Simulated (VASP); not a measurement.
# ZnS (P1) in VASP: notebook

The runs below take ZnS through single point, with r2SCAN.

Everything below comes from runs of VASP 6.6.1. Logs are shortened: lines on timing, memory, paths and dates and some standing lists are left out, and cuts for length are marked.

### 1 The cell of the first run

The typed cell holds 16 atoms: a = 6.358 Å, b = 6.358 Å, c = 6.358 Å, α = 90.00°, β = 90.00°, γ = 90.00°.

### 2 Single point, r2SCAN

POSCAR reads:

```
ZnS
1.0
    6.3584677178      0.0000000000      0.0000000000
    0.0000000000      6.3584677178      0.0000000000
    0.0000000000      0.0000000000      6.3584677178
Zn S
8 8
Direct
    0.0116944842     -0.0097402397      0.0062474171
    0.0128389423      0.0022340288      0.4923461342
    0.0109671077      0.5117074025      0.0030411415
    0.0118784908      0.5150387083      0.4960275242
    0.4745888686     -0.0100426711      0.0000485966
    0.5020286556     -0.0072369637      0.5155745292
    0.4900617788      0.4957752622      0.0051051608
    0.5109164887      0.4932279504      0.4980877690
    0.2036223281      0.2354532674      0.2460577091
    0.2677994252      0.2570172678      0.7516488582
    0.2735611907      0.7496142485      0.2389575708
    0.2333022775      0.7498169703      0.7646361067
    0.7311134076      0.2166185410      0.2530966691
    0.7536100225      0.2721858594      0.7508019560
    0.7685471118      0.7473100770      0.2276723048
    0.7175132756      0.7904121281      0.7335243658
```

INCAR.step1 reads:

```
PREC = Accurate
ENCUT = 520
ISMEAR = -1
SIGMA = 0.039
LREAL = Auto
LASPH = True
NELM = 80
NBANDS = 86
GGA = PE
ALGO = Normal
EDIFF = 1E-4
LWAVE = True
LCHARG = False
```

INCAR.step2 reads:

```
PREC = Accurate
ENCUT = 520
EDIFF = 1E-7
ISMEAR = -1
SIGMA = 0.039
LREAL = Auto
LASPH = True
NELM = 80
ALGO = Normal
ISIF = 2
LWAVE = False
LCHARG = False
METAGGA = R2SCAN
LMIXTAU = True
NBANDS = 86
ISTART = 1
```

KPOINTS reads:

```
regular mesh
0
Gamma
  2 2 2
```

Potentials or basis: VASP PAW PBE potentials, release 64 (Zn, S).

Run with:

```
cat potpaw_PBE.64/Zn/POTCAR potpaw_PBE.64/S/POTCAR > POTCAR
cp INCAR.step1 INCAR
mpirun -np 1 vasp_std > vasp.out
cp INCAR.step2 INCAR
mpirun -np 1 vasp_std > vasp.out
```

OUTCAR:

```text
PREC = Accurate
   ENCUT = 520
   EDIFF = 1E-7
   ISMEAR = -1
   LREAL = Auto
   LASPH = True
   NELM = 80
   ISIF = 2
   METAGGA = R2SCAN
   ISTART = 1

 ion  position               nearest neighbor table
   1  0.012  0.990  0.006-   9 2.50  12 2.59  15 2.60  11 2.70  13 2.78  16 2.85  10 2.85   5 2.94
                             3 3.04
   2  0.013  0.002  0.492-   9 2.47  13 2.72  12 2.75  16 2.77  15 2.81  11 2.82  10 2.82  14 2.89

   3  0.011  0.512  0.003-  12 2.57  15 2.58   9 2.64  11 2.71  14 2.75  10 2.80   1 3.04
   4  0.012  0.515  0.496-  12 2.67   9 2.68  15 2.74  11 2.77  14 2.78  10 2.83
   5  0.475  0.990  0.000-  11 2.51  16 2.62  12 2.63  10 2.67  13 2.71   9 2.80  15 2.82   1 2.94

   6  0.502  0.993  0.516-  16 2.34  13 2.63  10 2.70  11 2.76  12 2.80  14 2.82
   7  0.490  0.496  0.005-  11 2.59  10 2.63  14 2.73  12 2.76  15 2.77  13 2.83   9 2.90
   8  0.511  0.493  0.498-  14 2.63  10 2.69  13 2.74  16 2.75  11 2.77  15 2.87
   9  0.204  0.235  0.246-   2 2.47   1 2.50   3 2.64   4 2.68   5 2.80   7 2.90
  10  0.268  0.257  0.752-   7 2.63   5 2.67   8 2.69   6 2.70   3 2.80   2 2.82   4 2.83   1 2.85

  11  0.274  0.750  0.239-   5 2.51   7 2.59   1 2.70   3 2.71   6 2.76   8 2.77   4 2.77   2 2.82

  12  0.233  0.750  0.765-   3 2.57   1 2.59   5 2.63   4 2.67   2 2.75   7 2.76   6 2.80
  13  0.731  0.217  0.253-   6 2.63   5 2.71   2 2.72   8 2.74   1 2.78   7 2.83
  14  0.754  0.272  0.751-   8 2.63   7 2.73   3 2.75   4 2.78   6 2.82   2 2.89
  15  0.769  0.747  0.228-   3 2.58   1 2.60   4 2.74   7 2.77   2 2.81   5 2.82   8 2.87
  16  0.718  0.790  0.734-   6 2.34   5 2.62   8 2.75   2 2.77   1 2.85

  LATTYP: Found a simple cubic cell.
 ALAT       =     6.3584677178

  Lattice vectors:

 A1 = (   6.3584677178,   0.0000000000,   0.0000000000)
 A2 = (   0.0000000000,   6.3584677178,   0.0000000000)
 A3 = (   0.0000000000,   0.0000000000,   6.3584677178)

Analysis of symmetry for initial positions (statically):
=====================================================================
 Subroutine PRICEL returns:
 Original cell was already a primitive cell.

 Routine SETGRP: Setting up the symmetry group for a
 simple cubic supercell.

 Subroutine GETGRP returns: Found  1 space group operations
 (whereof  1 operations were pure point group operations)
 out of a pool of 48 trial point group operations.

The static configuration has the point symmetry C_1 .

Analysis of symmetry for dynamics (positions and initial velocities):
=====================================================================
 Subroutine PRICEL returns:
 Original cell was already a primitive cell.

 Routine SETGRP: Setting up the symmetry group for a
 simple cubic supercell.

 Subroutine GETGRP returns: Found  1 space group operations
 (whereof  1 operations were pure point group operations)
 out of a pool of 48 trial point group operations.

The dynamic configuration has the point symmetry C_1 .

 Subroutine INISYM returns: Found  1 space group operations
 (whereof  1 operations are pure point group operations),
 and found     1 'primitive' translations

----------------------------------------------------------------------------------------

                                     Primitive cell

  volume of cell :     257.0736

  direct lattice vectors                    reciprocal lattice vectors
     6.358467718  0.000000000  0.000000000     0.157270595  0.000000000  0.000000000
     0.000000000  6.358467718  0.000000000     0.000000000  0.157270595  0.000000000
     0.000000000  0.000000000  6.358467718     0.000000000  0.000000000  0.157270595

  length of vectors
     6.358467718  6.358467718  6.358467718     0.157270595  0.157270595  0.157270595

  position of ions in fractional coordinates (direct lattice)
     0.011694484  0.990259760  0.006247417
     0.012838942  0.002234029  0.492346134
     0.010967108  0.511707403  0.003041141
     0.011878491  0.515038708  0.496027524
     0.474588869  0.989957329  0.000048597
     0.502028656  0.992763036  0.515574529
[... 8 lines left out ...]
     0.768547112  0.747310077  0.227672305
     0.717513276  0.790412128  0.733524366

  ion indices of the primitive-cell ions
   primitive index   ion index
                 1           1
                 2           2
                 3           3
                 4           4
                 5           5
                 6           6
[... 8 lines left out ...]
                15          15
                16          16

----------------------------------------------------------------------------------------

 KPOINTS: regular mesh

Automatic generation of k-mesh.
 Grid dimensions read from file:
 generate k-points for:    2    2    2

 Generating k-lattice:

  Cartesian coordinates                     Fractional coordinates (reciprocal lattice)
     0.078635297  0.000000000  0.000000000     0.500000000  0.000000000  0.000000000
     0.000000000  0.078635297  0.000000000     0.000000000  0.500000000  0.000000000
     0.000000000  0.000000000  0.078635297     0.000000000  0.000000000  0.500000000

  Length of vectors
     0.078635297  0.078635297  0.078635297

  Shift w.r.t. Gamma in fractional coordinates (k-lattice)
     0.000000000  0.000000000  0.000000000

 Subroutine IBZKPT returns following result:
 ===========================================

 Found      8 irreducible k-points:

 Following reciprocal coordinates:
            Coordinates               Weight
  0.000000  0.000000  0.000000      1.000000
  0.500000  0.000000  0.000000      1.000000
  0.000000  0.500000  0.000000      1.000000
  0.000000  0.000000  0.500000      1.000000
  0.500000  0.500000  0.000000      1.000000
  0.000000  0.500000  0.500000      1.000000
  0.500000  0.000000  0.500000      1.000000
  0.500000  0.500000  0.500000      1.000000
   k-points           NKPTS =      8   k-points in BZ     NKDIM =      8   number of bands    NBANDS=     86
   number of dos      NEDOS =    301   number of ions     NIONS =     16
   total plane-waves  NPLWV = 110592
   dimension x,y,z NGX =    48 NGY =   48 NGZ =   48
   dimension x,y,z NGXF=    96 NGYF=   96 NGZF=   96
   ions per type =               8   8
   NGX,Y,Z   is equivalent  to a cutoff of  12.55, 12.55, 12.55 a.u.
   NGXF,Y,Z  is equivalent  to a cutoff of  25.10, 25.10, 25.10 a.u.
 SYSTEM =  unknown system
   PREC   = accura    normal or accurate (medium, high low for compatibility)
   ISTART =      1    job   : 0-new  1-cont  2-samecut
   ICHARG =      0    charge: 1-file 2-atom 10-const
   ISPIN  =      1    spin polarized calculation?
   LNONCOLLINEAR =      F non collinear calculations
   LSORBIT =      F    spin-orbit coupling
   LASPH  =      T    aspherical Exc in radial PAW
   ENCUT  =  520.0 eV  38.22 Ry    6.18 a.u.  11.82 11.82 11.82*2*pi/ulx,y,z
   NELM   =     80;   NELMIN=  2; NELMDL=  0     # of ELM steps
   EDIFF  = 0.1E-06   stopping-criterion for ELM
   LREAL  =      T    real-space projection
   EDIFFG = 0.1E-05   stopping-criterion for IOM
   NSW    =      0    number of steps for IOM
   IBRION =     -1    ionic relax: 0-MD 1-quasi-New 2-CG
   NFREE  =      0    steps in history (QN), initial steepest desc. (CG)
   ISIF   =      2    stress and relaxation
   ISYM   =      2    0-nonsym 1-usesym 2-fastsym
   POTIM  = 0.5000    time-step for ionic-motion
   TEBEG  =    0.0;   TEEND  =   0.0 temperature during run
   PSTRESS=    0.0 pullay stress
   NELECT =     144.0000    total number of electrons
   NUPDOWN=      -1.0000    fix difference up-down
   EMIN   =  10.00;   EMAX   =-10.00  energy-range for DOS
   EFERMI =   0.00;   METHOD = LEGACY
   ISMEAR =    -1;   SIGMA  =   0.04  broadening in eV -4-tet -1-fermi 0-gaus
   EFERMI_NEDOS =   21; number of points for ismear=-14 and -15
   IALGO  =     38    algorithm
   IMIX   =      4    mixing-type and parameters
     AMIX     =   0.40;   BMIX     =  1.00
     AMIX_MAG =   1.60;   BMIX_MAG =  1.00
  volume/ion in A,a.u.               =      16.07       108.43
  Fermi-wavevector in a.u.,A,eV,Ry     =   1.349511  2.550207 24.778668  1.821181
  Thomas-Fermi vector in A             =   2.477092
   LORBIT       =      0    0 simple, 1 ext, 2 COOP (PROOUT), +10 PAW based schemes
   METAGGA = R2SCAN    functional components
   LHFCALC =     F    Hartree Fock is set to
   AEXX    =    0.0000 exact exchange contribution
   IVDW    =     0    specifies the selected vdW correction
   LEPSILON=     F    determine dielectric tensor
   LRPA    =     F    only Hartree local field effects (RPA)
 non-spin polarized calculation
  energy-cutoff  :      520.00
  volume of cell :      257.07
 maximum number of plane-waves:      6968
 NGX is ok and might be reduce to    48
   NGX = 23   NGY = 23   NGZ = 23

 number of electron     144.0000002 magnetization

 Free energy of the ion-electron system (eV)
  ---------------------------------------------------
  ext. energy  EPLUGINS =         0.00000000
  ---------------------------------------------------
  free energy    TOTEN  =      -135.56877504 eV

  energy without entropy =     -135.53668464  energy(sigma->0) =     -135.55272984

 E-fermi :   4.8699     XC(G=0): -11.7000

 val. band max:        4.8505208736   @ k =   0.0000   0.0000   0.5000
 cond. band min:       4.8730391459   @ k =   0.0000   0.5000   0.0000
 fundamental gap:      0.0225182723
 Fermi energy:         4.8698779951

 k-point     1 :       0.0000    0.0000    0.0000
  band No.  band energies     occupation
      1     -10.5245      2.00000
      2      -9.0819      2.00000
      3      -8.9931      2.00000
      4      -8.9435      2.00000
      5      -8.1200      2.00000
      6      -7.9867      2.00000
[... 76 lines left out ...]
     83       9.1994      0.00000
     84      10.0473      0.00000

 k-point     2 :       0.5000    0.0000    0.0000
  band No.  band energies     occupation
      1     -10.0777      2.00000
      2      -9.7007      2.00000
      3      -8.7816      2.00000
      4      -8.6916      2.00000
      5      -8.4214      2.00000
      6      -8.3164      2.00000
[... 76 lines left out ...]
     83       9.4349      0.00000
     84       9.5868      0.00000

 k-point     3 :       0.0000    0.5000    0.0000
  band No.  band energies     occupation
      1     -10.0380      2.00000
      2      -9.7708      2.00000
      3      -8.7308      2.00000
      4      -8.6177      2.00000
      5      -8.5170      2.00000
      6      -8.3395      2.00000
[... 76 lines left out ...]
     83       9.2593      0.00000
     84       9.5503      0.00000

 k-point     4 :       0.0000    0.0000    0.5000
  band No.  band energies     occupation
      1     -10.0111      2.00000
      2      -9.8162      2.00000
      3      -8.6743      2.00000
      4      -8.5712      2.00000
      5      -8.5429      2.00000
      6      -8.4443      2.00000
[... 76 lines left out ...]
     83       9.2128      0.00000
     84       9.2820      0.00000

 k-point     5 :       0.5000    0.5000    0.0000
  band No.  band energies     occupation
      1      -9.6209      2.00000
      2      -9.4374      2.00000
      3      -9.2909      2.00000
      4      -8.9233      2.00000
      5      -8.3151      2.00000
      6      -8.1853      2.00000
[... 76 lines left out ...]
     83       8.7753      0.00000
     84       8.9648      0.00000

 k-point     6 :       0.0000    0.5000    0.5000
  band No.  band energies     occupation
      1      -9.6036      2.00000
      2      -9.3984      2.00000
      3      -9.2369      2.00000
      4      -9.1560      2.00000
      5      -8.2840      2.00000
      6      -8.1433      2.00000
[... 76 lines left out ...]
     83       8.6827      0.00000
     84       8.9001      0.00000

 k-point     7 :       0.5000    0.0000    0.5000
  band No.  band energies     occupation
      1      -9.6709      2.00000
      2      -9.3988      2.00000
      3      -9.1416      2.00000
      4      -9.0905      2.00000
      5      -8.4005      2.00000
      6      -8.1799      2.00000
[... 76 lines left out ...]
     83       8.6775      0.00000
     84       8.8384      0.00000

 k-point     8 :       0.5000    0.5000    0.5000
  band No.  band energies     occupation
      1      -9.2798      2.00000
      2      -9.0906      2.00000
      3      -8.9080      2.00000
      4      -8.8348      2.00000
      5      -8.7366      2.00000
      6      -8.6833      2.00000
[... 76 lines left out ...]
     83      10.4910      0.00000
     84      10.5692      0.00000
 [bands above 84 left out]

------------------------ aborting loop because EDIFF is reached ----------------------------------------

  FORCE on cell =-STRESS in cart. coord.  units (eV):
  Direction    XX          YY          ZZ          XY          YZ          ZX
  --------------------------------------------------------------------------------------
  -------------------------------------------------------------------------------------
  Total        7.4048341     -0.0535505     -3.8060520     -0.1314644     -0.4628114      0.3763455
  in kB       46.1496599     -0.3337462    -23.7207211     -0.8193347     -2.8844115      2.3455240
  external PRESSURE =       7.3650642 kB  Pullay stress =       0.0000000 kB

 VOLUME and BASIS-vectors are now :
 -----------------------------------------------------------------------------
  energy-cutoff  :      520.00
  volume of cell :      257.07
      direct lattice vectors                 reciprocal lattice vectors
     6.358467718  0.000000000  0.000000000     0.157270595  0.000000000  0.000000000
     0.000000000  6.358467718  0.000000000     0.000000000  0.157270595  0.000000000
     0.000000000  0.000000000  6.358467718     0.000000000  0.000000000  0.157270595

 POSITION                                       TOTAL-FORCE (eV/Angst)
 -----------------------------------------------------------------------------------
      0.07436      6.29653      0.03972        -0.323327     -0.024314     -0.036900
      0.08164      0.01421      3.13057        -0.271864      0.026646      0.214045
      0.06973      3.25367      0.01934        -0.396138     -0.137417     -0.037275
      0.07553      3.27486      3.15397        -0.171153     -0.092706      0.066130
      3.01766      6.29461      0.00031         0.497434      0.228122      0.111702
      3.19213      6.31245      3.27826         0.119717      0.435346     -0.388259
[... 8 lines left out ...]
      4.88678      4.75175      1.44765         2.216045     -1.547677     -0.572832
      4.56228      5.02581      4.66409        -1.056406      0.450788     -0.661170
 -----------------------------------------------------------------------------------
    total drift:                                0.145156      0.064535     -0.028474

  FREE ENERGIE OF THE ION-ELECTRON SYSTEM (eV)
  ---------------------------------------------------
  free  energy   TOTEN  =      -135.5687750448 eV

  energy  without entropy=     -135.5366846353  energy(sigma->0) =     -135.55272984
```

Wall time 20 min (1 thread of AMD EPYC 7R43 (Zen 3), shared host); peak memory 0.35 GiB.

What came out:

```
Free energy            : -135.5688 eV
Pressure               : 0.7 GPa
Largest force          : 2.917 eV/Å
Band gap on the k mesh : zero (bands 72 and 73 overlap by 0.11 eV)
```

Forces in eV/Å, atoms in the order of the input:
```
Zn  -0.323 -0.024 -0.037
Zn  -0.272  0.027  0.214
Zn  -0.396 -0.137 -0.037
Zn  -0.171 -0.093  0.066
Zn   0.497  0.228  0.112
Zn   0.120  0.435 -0.388
Zn   0.316 -0.188 -0.029
Zn   0.318 -0.206  0.087
S   -1.231  0.631 -0.050
S    1.476 -0.542 -0.308
S    1.941 -0.453  1.105
S   -2.459 -0.397 -0.322
S   -2.858 -0.262  0.521
S    1.883  2.078  0.300
S    2.216 -1.548 -0.573
S   -1.056  0.451 -0.661
```

Caveat: the k points lie up to 0.49 Å⁻¹ apart; the structure was generated, so it needn't be the stable form of ZnS; semilocal functionals underestimate gaps, and a narrow one can read as zero; the PAW data sets were made with another functional, which shifts forces and pressure a little.

### 3 Single point, r2SCAN

POSCAR reads:

```
ZnS
1.0
    6.3584677178      0.0000000000      0.0000000000
    0.0000000000      6.3584677178      0.0000000000
    0.0000000000      0.0000000000      6.3584677178
Zn S
8 8
Direct
    0.0156849110     -0.0147436465      0.0091440269
    0.0176989182      0.0034841728      0.4897510121
    0.0144066156      0.5164664107      0.0043247841
    0.0168186747      0.5219325075      0.4945872401
    0.4647355513     -0.0138048983      0.0006778363
    0.5031523540     -0.0080379428      0.5207322184
    0.4868018739      0.4926491946      0.0073770918
    0.5181973309      0.4885776162      0.4978809582
    0.1647599778      0.2367933702      0.2435975252
    0.2949726386      0.2540870020      0.7482191011
    0.3095233140      0.7432996769      0.2478704100
    0.1946459517      0.7449821577      0.7673741877
    0.6863225849      0.1969598739      0.2612892089
    0.7789565379      0.3100127401      0.7547227120
    0.8047613399      0.7255806280      0.2096863677
    0.6895911397      0.8157677652      0.7173281681
```

INCAR.step1 reads:

```
SYSTEM = ZnS
PREC = Accurate
ENCUT = 520
ISMEAR = -1
SIGMA = 0.039
LREAL = Auto
LASPH = .TRUE.
NELM = 80
NBANDS = 86
GGA = PE
ALGO = Normal
EDIFF = 1E-4
LWAVE = .TRUE.
LCHARG = .FALSE.
```

INCAR.step2 reads:

```
SYSTEM = ZnS
PREC = Accurate
ENCUT = 520
EDIFF = 1E-6
ISMEAR = -1
SIGMA = 0.039
LREAL = Auto
LASPH = .TRUE.
NELM = 80
ALGO = Normal
ISIF = 2
LWAVE = .FALSE.
LCHARG = .FALSE.
METAGGA = R2SCAN
LMIXTAU = .TRUE.
NBANDS = 86
ISTART = 1
```

KPOINTS reads:

```
Automatic mesh
0
G
  2 2 2
  0 0 0
```

Potentials or basis: VASP PAW PBE potentials, release 64 (Zn, S).

Run with:

```
cat potpaw_PBE.64/Zn/POTCAR potpaw_PBE.64/S/POTCAR > POTCAR
cp INCAR.step1 INCAR
mpirun -np 1 vasp_std > vasp.out
cp INCAR.step2 INCAR
mpirun -np 1 vasp_std > vasp.out
```

Run time: 16 min. Hardware: 1 thread of AMD EPYC 7R43 (Zen 3), shared host; peak memory 0.35 GiB.

Results (log left out):

* Free energy: -139.0692 eV
* Pressure: 2.7 GPa
* Largest force: 2.978 eV/Å
* Band gap on the k mesh: zero (bands 72 and 73 overlap by 0.35 eV)

Forces on the atoms (eV/Å):
```
Zn  -0.507 -0.082 -0.148
Zn  -0.502 -0.155  0.525
Zn  -0.475 -0.715 -0.377
Zn  -0.469 -0.128  0.138
Zn   0.748  0.390  0.008
Zn  -1.325  1.806 -1.963
Zn   0.492 -0.336 -0.030
Zn   0.374 -0.242  0.091
S   -0.415  0.504 -0.151
S    0.798 -0.437 -0.168
S    1.223 -0.583  0.864
S   -1.268  0.212 -0.519
S   -2.125  0.182  0.025
S    1.552  1.391  0.133
S    1.091 -0.577  0.261
S    0.808 -1.231  1.312
```

Stress tensor (GPa, compression positive):
```
11.30 -1.21  0.68
-1.21  0.25 -1.31
 0.68 -1.31 -3.36
```

Levels at points of the mesh, in eV from the Fermi level:
```
           k point  band 69  band 70  band 71  band 72  band 73  band 74  band 75  band 76
(0.00, 0.00, 0.00)    -0.60    -0.22    -0.09    -0.02     0.12     0.69     1.67     2.37
(0.50, 0.00, 0.00)    -1.04    -0.92    -0.73    -0.67    -0.36     1.13     2.21     2.52
(0.00, 0.50, 0.00)    -0.56    -0.43    -0.18    -0.13     1.45     1.56     2.00     2.04
(0.00, 0.00, 0.50)    -0.43    -0.40    -0.09    -0.01     1.41     1.50     1.78     2.09
(0.50, 0.50, 0.00)    -1.26    -1.23    -1.10    -0.88     1.76     1.83     2.56     2.82
(0.00, 0.50, 0.50)    -0.72    -0.42    -0.28    -0.16     1.21     1.51     1.63     1.92
(0.50, 0.00, 0.50)    -1.40    -1.03    -0.87    -0.43     1.71     1.94     2.28     2.59
(0.50, 0.50, 0.50)    -2.13    -2.03    -1.89    -1.76     2.42     2.55     2.68     2.80
```

Caveat: the k points lie up to 0.49 Å⁻¹ apart; the structure was generated, so it needn't be the stable form of ZnS; semilocal functionals underestimate gaps, and a narrow one can read as zero; the PAW data sets were made with another functional, which shifts forces and pressure a little.

The gap in the log of VASP goes by the Fermi energy; the results here count the filled bands.